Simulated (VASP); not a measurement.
A run of VASP 6.6.1 is set up as follows.

INCAR

```
ALGO = Normal
EDIFF = 1E-6
EDIFFG = -0.001
ENCUT = 600
GGA = PS
IBRION = 2
ISIF = 3
ISMEAR = 0
LASPH = True
LCHARG = False
LREAL = False
LWAVE = False
NELM = 60
NSW = 80
PREC = Accurate
PSTRESS = 50.0
SIGMA = 0.01
```

File KPOINTS:

```
k-points
0
Gamma
  6 6 6
```

The input POSCAR:

```
Al2O3
1.0
    2.3868967414      1.3780754762      4.3382033404
   -2.3868967414      1.3780754762      4.3382033404
    0.0000000000     -2.7561509524      4.3382033404
Al O
4 6
Direct
    0.3520791481      0.3520791481      0.3520791481
    0.1479208519      0.1479208519      0.1479208519
    0.6479208519      0.6479208519      0.6479208519
    0.8520791481      0.8520791481      0.8520791481
    0.5558606230      0.9441393770      0.2500000000
    0.2500000000      0.5558606230      0.9441393770
    0.9441393770      0.2500000000      0.5558606230
    0.4441393770      0.0558606230      0.7500000000
    0.7500000000      0.4441393770      0.0558606230
    0.0558606230      0.7500000000      0.4441393770
```

Potentials or basis: VASP PAW PBE potentials, release 64 (Al, O).

The run is started by

```sh
$ cat potpaw_PBE.64/Al/POTCAR potpaw_PBE.64/O/POTCAR > POTCAR
$ mpirun -np 1 vasp_std > vasp.out
```

**Question.** What does it give for the relaxed volume?

**Answer.** 8.39 Å³/atom.

**Question.** Estimate the relaxed cell.

**Answer.** a = 5.102 Å, b = 5.102 Å, c = 5.102 Å, α = 55.39°, β = 55.39°, γ = 55.39°.

**Question.** Predict the space group after relaxing (to 0.1 Å).

**Answer.** R-3c (No. 167).

Final structure:
```cif
data_structure
_symmetry_space_group_name_H-M 'P 1'
_symmetry_Int_Tables_number 1
_cell_length_a 5.1025
_cell_length_b 5.1025
_cell_length_c 5.1025
_cell_angle_alpha 55.386
_cell_angle_beta 55.386
_cell_angle_gamma 55.386
_cell_volume 83.87
loop_
_atom_site_label
_atom_site_type_symbol
_atom_site_fract_x
_atom_site_fract_y
_atom_site_fract_z
_atom_site_occupancy
Al1 Al 0.35205 0.35205 0.35205 1
Al2 Al 0.14795 0.14795 0.14795 1
Al3 Al 0.64795 0.64795 0.64795 1
Al4 Al 0.85205 0.85205 0.85205 1
O1 O 0.55600 0.94400 0.25000 1
O2 O 0.25000 0.55600 0.94400 1
O3 O 0.94400 0.25000 0.55600 1
O4 O 0.44400 0.05600 0.75000 1
O5 O 0.75000 0.44400 0.05600 1
O6 O 0.05600 0.75000 0.44400 1
```

Caveat: the cell is relaxed towards a set pressure, so the run minimises the enthalpy, not the energy; the PAW data sets were made with another functional, which shifts forces and pressure a little.
